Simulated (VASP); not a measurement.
# Ge (I4_1/amd) in VASP: a series of runs

Runs on Ge. Level: LDA. Tasks: single point.

Program: VASP 6.6.1. These are calculated values, not measurements. Logs are shortened: lines on timing, memory, paths and dates and some standing lists are left out, and cuts for length are marked.

### 1 The cell of the first run

It takes space group I4_1/amd (No. 141, tetragonal). The conventional cell has a = 3.820 Å, b = 3.820 Å, c = 5.787 Å, α = 90.00°, β = 90.00°, γ = 90.00°. Ge (site symmetry -4m2) has 4 Ge at 2.40 Å within 3.2 Å.

### 2 Single point, LDA

Contents of INCAR:

```
SYSTEM = Ge
PREC     = Accurate       ! precision mode
ENCUT    = 520            ! plane-wave cutoff, eV
EDIFF    = 1E-6           ! SCF threshold, eV
ISMEAR   = 0              ! smearing method
SIGMA    = 0.05           ! smearing width, eV
LREAL    = .False.        ! projectors in reciprocal space
LASPH    = .True.         ! aspherical terms in the spheres
NELM     = 100            ! most SCF steps
ALGO     = Normal         ! electronic algorithm
ISIF     = 2              ! what is computed and relaxed
LWAVE    = .False.        ! write WAVECAR
LCHARG   = .True.         ! write CHGCAR
LELF     = .True.         ! ELF
LVHAR    = .True.       
NBANDS   = 36             ! bands
```

Contents of KPOINTS:

```
regular mesh
0
Gamma
  10 10 7
  0 0 0
```

Contents of POSCAR:

```
Ge
1.0
    3.8198615426      0.0000000000      0.0000000000
    0.0000000000      3.8198615426      0.0000000000
    0.0000000000      0.0000000000      5.7872943240
Ge
4
Direct
    0.0000000000      0.0000000000      0.0000000000
    0.5000000000      0.0000000000      0.2500000000
    0.5000000000      0.5000000000      0.5000000000
    0.0000000000      0.5000000000      0.7500000000
```

Potentials or basis: VASP PAW LDA potentials, release 64 (Ge_d).

Started as:

```console
> cat potpaw_LDA.64/Ge_d/POTCAR > POTCAR
> mpirun -np 1 vasp_std > vasp.out
```

OUTCAR:

```text
SYSTEM = Ge
   PREC = Accurate
   ENCUT = 520
   EDIFF = 1E-6
   ISMEAR = 0
   LREAL = .False.
   LASPH = .True.
   NELM = 100
   ISIF = 2

 ion  position               nearest neighbor table
   1  0.000  0.000  0.000-   2 2.40   4 2.40   4 2.40   2 2.40
   2  0.500  0.000  0.250-   1 2.40   3 2.40   3 2.40   1 2.40
   3  0.500  0.500  0.500-   2 2.40   4 2.40   2 2.40   4 2.40
   4  0.000  0.500  0.750-   1 2.40   3 2.40   1 2.40   3 2.40

  LATTYP: Found a simple tetragonal cell.
 ALAT       =     3.8198615426
 C/A-ratio  =     1.5150534278

  Lattice vectors:

 A1 = (   3.8198615426,   0.0000000000,   0.0000000000)
 A2 = (   0.0000000000,   3.8198615426,   0.0000000000)
 A3 = (   0.0000000000,   0.0000000000,   5.7872943240)

Analysis of symmetry for initial positions (statically):
=====================================================================
 Subroutine PRICEL returns following result:

  LATTYP: Found a body centered tetragonal cell.
 ALAT       =     3.8198615426
 C/A-ratio  =     1.5150534278

  Lattice vectors:

 A1 = (   1.9099307713,  -1.9099307713,  -2.8936471620)
 A2 = (  -1.9099307713,   1.9099307713,  -2.8936471620)
 A3 = (   1.9099307713,   1.9099307713,   2.8936471620)

   2 primitive cells build up your supercell.

 Routine SETGRP: Setting up the symmetry group for a
 simple tetragonal supercell.

 Subroutine GETGRP returns: Found 16 space group operations
 (whereof  8 operations were pure point group operations)
 out of a pool of 16 trial point group operations.

The static configuration has the point symmetry D_2d.
 The point group associated with its full space group is D_4h.

Analysis of symmetry for dynamics (positions and initial velocities):
=====================================================================
 Subroutine PRICEL returns following result:

  LATTYP: Found a body centered tetragonal cell.
 ALAT       =     3.8198615426
 C/A-ratio  =     1.5150534278

  Lattice vectors:

 A1 = (   1.9099307713,  -1.9099307713,  -2.8936471620)
 A2 = (  -1.9099307713,   1.9099307713,  -2.8936471620)
 A3 = (   1.9099307713,   1.9099307713,   2.8936471620)

   2 primitive cells build up your supercell.

 Routine SETGRP: Setting up the symmetry group for a
 simple tetragonal supercell.

 Subroutine GETGRP returns: Found 16 space group operations
 (whereof  8 operations were pure point group operations)
 out of a pool of 16 trial point group operations.

The dynamic configuration has the point symmetry D_2d.
 The point group associated with its full space group is D_4h.

 Subroutine INISYM returns: Found 16 space group operations
 (whereof  8 operations are pure point group operations),
 and found     2 'primitive' translations

----------------------------------------------------------------------------------------

                                     Primitive cell

  volume of cell :      42.2222

  direct lattice vectors                    reciprocal lattice vectors
     1.909930771 -1.909930771 -2.893647162     0.261789593  0.000000000 -0.172792318
    -1.909930771  1.909930771 -2.893647162    -0.000000000  0.261789593 -0.172792318
     1.909930771  1.909930771  2.893647162     0.261789593  0.261789593  0.000000000

  length of vectors
     3.958391719  3.958391719  3.958391719     0.313673359  0.313673359  0.370226393

  position of ions in fractional coordinates (direct lattice)
     0.000000000  0.000000000  0.000000000
     0.250000000  0.750000000  0.500000000

  ion indices of the primitive-cell ions
   primitive index   ion index
                 1           1
                 2           2

----------------------------------------------------------------------------------------

 KPOINTS: regular mesh

Automatic generation of k-mesh.
 Grid dimensions read from file:
 generate k-points for:   10   10    7

 Generating k-lattice:

  Cartesian coordinates                     Fractional coordinates (reciprocal lattice)
     0.026178959  0.000000000  0.000000000     0.100000000  0.000000000  0.000000000
     0.000000000  0.026178959  0.000000000     0.000000000  0.100000000  0.000000000
     0.000000000  0.000000000  0.024684617     0.000000000  0.000000000  0.142857143

  Length of vectors
     0.026178959  0.026178959  0.024684617

  Shift w.r.t. Gamma in fractional coordinates (k-lattice)
     0.000000000  0.000000000  0.000000000

 Subroutine IBZKPT returns following result:
 ===========================================

 Found     84 irreducible k-points:

 Following reciprocal coordinates:
            Coordinates               Weight
  0.000000  0.000000  0.000000      1.000000
  0.100000  0.000000  0.000000      4.000000
  0.200000  0.000000  0.000000      4.000000
  0.300000  0.000000  0.000000      4.000000
  0.400000  0.000000  0.000000      4.000000
  0.500000  0.000000  0.000000      2.000000
[... 16 lines left out ...]
  0.100000  0.000000  0.142857      8.000000
  0.200000  0.000000  0.142857      8.000000
 [... further k-points ...]
   k-points           NKPTS =     84   k-points in BZ     NKDIM =     84   number of bands    NBANDS=     36
   number of dos      NEDOS =    301   number of ions     NIONS =      4
   total plane-waves  NPLWV =  37632
   dimension x,y,z NGX =    28 NGY =   28 NGZ =   48
   dimension x,y,z NGXF=    56 NGYF=   56 NGZF=   96
   ions per type =               4
   NGX,Y,Z   is equivalent  to a cutoff of  12.19, 12.19, 13.79 a.u.
   NGXF,Y,Z  is equivalent  to a cutoff of  24.37, 24.37, 27.58 a.u.
 SYSTEM =  Ge
   PREC   = accura    normal or accurate (medium, high low for compatibility)
   ISTART =      0    job   : 0-new  1-cont  2-samecut
   ICHARG =      2    charge: 1-file 2-atom 10-const
   ISPIN  =      1    spin polarized calculation?
   LNONCOLLINEAR =      F non collinear calculations
   LSORBIT =      F    spin-orbit coupling
   LASPH  =      T    aspherical Exc in radial PAW
   ENCUT  =  520.0 eV  38.22 Ry    6.18 a.u.   7.10  7.10 10.76*2*pi/ulx,y,z
   NELM   =    100;   NELMIN=  2; NELMDL= -5     # of ELM steps
   EDIFF  = 0.1E-05   stopping-criterion for ELM
   LREAL  =      F    real-space projection
   EDIFFG = 0.1E-04   stopping-criterion for IOM
   NSW    =      0    number of steps for IOM
   IBRION =     -1    ionic relax: 0-MD 1-quasi-New 2-CG
   NFREE  =      0    steps in history (QN), initial steepest desc. (CG)
   ISIF   =      2    stress and relaxation
   ISYM   =      2    0-nonsym 1-usesym 2-fastsym
   POTIM  = 0.5000    time-step for ionic-motion
   TEBEG  =    0.0;   TEEND  =   0.0 temperature during run
   PSTRESS=    0.0 pullay stress
   NELECT =      56.0000    total number of electrons
   NUPDOWN=      -1.0000    fix difference up-down
   EMIN   =  10.00;   EMAX   =-10.00  energy-range for DOS
   EFERMI =   0.00;   METHOD = LEGACY
   ISMEAR =     0;   SIGMA  =   0.05  broadening in eV -4-tet -1-fermi 0-gaus
   EFERMI_NEDOS =   21; number of points for ismear=-14 and -15
   IALGO  =     38    algorithm
   IMIX   =      4    mixing-type and parameters
     AMIX     =   0.40;   BMIX     =  1.00
     AMIX_MAG =   1.60;   BMIX_MAG =  1.00
  volume/ion in A,a.u.               =      21.11       142.46
  Fermi-wavevector in a.u.,A,eV,Ry     =   1.427624  2.697819 27.730182  2.038111
  Thomas-Fermi vector in A             =   2.547774
   LORBIT       =      0    0 simple, 1 ext, 2 COOP (PROOUT), +10 PAW based schemes
   GGA     = CA    functional components
   LHFCALC =     F    Hartree Fock is set to
   AEXX    =    0.0000 exact exchange contribution
   IVDW    =     0    specifies the selected vdW correction
   LEPSILON=     F    determine dielectric tensor
   LRPA    =     F    only Hartree local field effects (RPA)
 non-spin polarized calculation
 Gauss-broadening in eV      SIGMA  =   0.05
  energy-cutoff  :      520.00
  volume of cell :       84.44
 maximum number of plane-waves:      2300
   NGX = 15   NGY = 15   NGZ = 21

 number of electron      55.9999992 magnetization

 Free energy of the ion-electron system (eV)
  ---------------------------------------------------
  ext. energy  EPLUGINS =         0.00000000
  ---------------------------------------------------
  free energy    TOTEN  =       -20.65147540 eV

  energy without entropy =      -20.65112276  energy(sigma->0) =      -20.65129908

 E-fermi :   5.6113     XC(G=0): -10.6270

 val. band max:        5.5998235756   @ k =   0.4000   0.4000   0.0000
 cond. band min:       5.6330219810   @ k =   0.0000   0.0000   0.0000
 fundamental gap:      0.0331984054
 Fermi energy:         5.6112585695

 k-point     1 :       0.0000    0.0000    0.0000
  band No.  band energies     occupation
      1     -19.6754      2.00000
      2     -19.6754      2.00000
      3     -19.6275      2.00000
      4     -19.6275      2.00000
      5     -19.6059      2.00000
      6     -19.5837      2.00000
[... 28 lines left out ...]
     35      11.8355      0.00000
     36      14.3150      0.00000

 k-point     2 :       0.1000    0.0000    0.0000
  band No.  band energies     occupation
      1     -19.6793      2.00000
      2     -19.6755      2.00000
      3     -19.6333      2.00000
      4     -19.6253      2.00000
      5     -19.6080      2.00000
      6     -19.5798      2.00000
[... 28 lines left out ...]
     35      12.3304      0.00000
     36      14.3381      0.00000

 k-point     3 :       0.2000    0.0000    0.0000
  band No.  band energies     occupation
      1     -19.6840      2.00000
      2     -19.6756      2.00000
      3     -19.6449      2.00000
      4     -19.6177      2.00000
      5     -19.6147      2.00000
      6     -19.5756      2.00000
[... 28 lines left out ...]
     35      13.3698      0.00000
     36      13.4833      0.00000

 k-point     4 :       0.3000    0.0000    0.0000
  band No.  band energies     occupation
      1     -19.6824      2.00000
      2     -19.6753      2.00000
      3     -19.6561      2.00000
      4     -19.6262      2.00000
      5     -19.6038      2.00000
      6     -19.5735      2.00000
[... 28 lines left out ...]
     35      12.3320      0.00000
     36      12.5411      0.00000

 k-point     5 :       0.4000    0.0000    0.0000
  band No.  band energies     occupation
      1     -19.6739      2.00000
      2     -19.6732      2.00000
      3     -19.6648      2.00000
      4     -19.6415      2.00000
      5     -19.5872      2.00000
      6     -19.5728      2.00000
[... 655 lines left out ...]
 k-point    22 :       0.0000    0.0000    0.1429
  band No.  band energies     occupation
      1     -19.6734      2.00000
      2     -19.6734      2.00000
      3     -19.6303      2.00000
      4     -19.6303      2.00000
      5     -19.6180      2.00000
      6     -19.6043      2.00000
[... 28 lines left out ...]
     35      12.2600      0.00000
     36      13.0601      0.00000

 k-point    23 :       0.1000    0.0000    0.1429
  band No.  band energies     occupation
      1     -19.6772      2.00000
      2     -19.6735      2.00000
      3     -19.6352      2.00000
      4     -19.6295      2.00000
      5     -19.6164      2.00000
      6     -19.5972      2.00000
[... 28 lines left out ...]
     35      12.6918      0.00000
     36      13.2761      0.00000

 k-point    24 :       0.2000    0.0000    0.1429
  band No.  band energies     occupation
      1     -19.6817      2.00000
      2     -19.6736      2.00000
      3     -19.6452      2.00000
      4     -19.6260      2.00000
      5     -19.6141      2.00000
      6     -19.5861      2.00000
[... 28 lines left out ...]
     35      12.4153      0.00000
     36      13.2493      0.00000

 [... further k-points ...]
[... 5 lines left out ...]
  --------------------------------------------------------------------------------------
  -------------------------------------------------------------------------------------
  Total        3.2484336      3.2484336      0.0659577      0.0000000      0.0000000     -0.0000000
  in kB       61.6330644     61.6330644      1.2514265      0.0000000      0.0000000     -0.0000000
  external PRESSURE =      41.5058518 kB  Pullay stress =       0.0000000 kB

 VOLUME and BASIS-vectors are now :
 -----------------------------------------------------------------------------
  energy-cutoff  :      520.00
  volume of cell :       84.44
      direct lattice vectors                 reciprocal lattice vectors
     3.819861543  0.000000000  0.000000000     0.261789593  0.000000000  0.000000000
     0.000000000  3.819861543  0.000000000     0.000000000  0.261789593  0.000000000
     0.000000000  0.000000000  5.787294324     0.000000000  0.000000000  0.172792318

 POSITION                                       TOTAL-FORCE (eV/Angst)
 -----------------------------------------------------------------------------------
      0.00000      0.00000      0.00000         0.000000      0.000000     -0.000000
      1.90993      0.00000      1.44682        -0.000000      0.000000     -0.000000
      1.90993      1.90993      2.89365         0.000000      0.000000     -0.000000
      0.00000      1.90993      4.34047         0.000000     -0.000000      0.000000
 -----------------------------------------------------------------------------------
    total drift:                                0.000000      0.000000      0.000000

  FREE ENERGIE OF THE ION-ELECTRON SYSTEM (eV)
  ---------------------------------------------------
  free  energy   TOTEN  =       -20.6514754027 eV

  energy  without entropy=      -20.6511227581  energy(sigma->0) =      -20.65129908
```

It took 2.2 min on 1 thread of Intel Xeon 6975P-C, shared host; peak memory 0.28 GiB.

What came out:

* Free energy: -20.6515 eV
* Pressure: 4.2 GPa
* Band gap on the k mesh: zero (band 28 reaches 5.63 eV, above the bottom of band 29 at 5.60 eV)

Levels at points of the mesh, in eV from the Fermi level:
```
           k point  band 24  band 25  band 26  band 27  band 28  band 29  band 30  band 31  band 32  band 33
(0.00, 0.00, 0.00)    -3.15    -3.15    -0.58     0.02     0.02     0.28     0.80     0.80     2.29     2.29
(0.50, 0.00, 0.00)    -7.02    -4.63    -4.63    -1.43    -1.43     2.27     2.27     4.71     4.71     4.74
(0.50, 0.50, 0.00)    -9.25    -3.66    -3.66    -3.66    -3.66     0.21     0.21     0.21     0.21     9.51
```

### 3 Single point, LDA

This run uses another cell than the first one, of 21.31 Å³/atom, 1.009 times its volume.

Changes to INCAR since step 2:

```diff
@@ -8,3 +8,3 @@
 LASPH    = .True.         ! aspherical terms in the spheres
-NELM     = 100            ! most SCF steps
+NELM     = 60             ! most SCF steps
 ALGO     = Normal         ! electronic algorithm
```

KPOINTS is that of step 2.

Changes to POSCAR since step 2:

```diff
@@ -4,3 +4,3 @@
     0.0000000000      3.8198615426      0.0000000000
-    0.0000000000      0.0000000000      5.7872943240
+    0.0000000000      0.0000000000      5.8415000000
 Ge
```

Potentials or basis: VASP PAW LDA potentials, release 64 (Ge_d).

Started as:

```console
> cat potpaw_LDA.64/Ge_d/POTCAR > POTCAR
> mpirun -np 1 vasp_std > vasp.out
```

Wall time 2.2 min (1 thread of Intel Xeon 6975P-C, shared host); peak memory 0.28 GiB.

Results (log left out):

```yaml
Free_energy: -20.6491 eV
Pressure: 3.3 GPa
Band_gap_on_the_k_mesh: zero (band 28 reaches 5.56 eV, above the bottom of band 29 at 5.49 eV)
```

Stress tensor (GPa, compression positive):
```
 5.59  0.00  0.00
 0.00  5.59  0.00
 0.00  0.00 -1.28
```

Levels at points of the mesh, in eV from the Fermi level:
```
           k point  band 26  band 27  band 28  band 29  band 30  band 31
(0.00, 0.00, 0.00)    -0.64     0.04     0.04     0.16     0.86     0.86
(0.50, 0.00, 0.00)    -4.62    -1.37    -1.37     2.29     2.29     4.61
(0.50, 0.50, 0.00)    -3.65    -3.65    -3.65     0.19     0.19     0.19
```
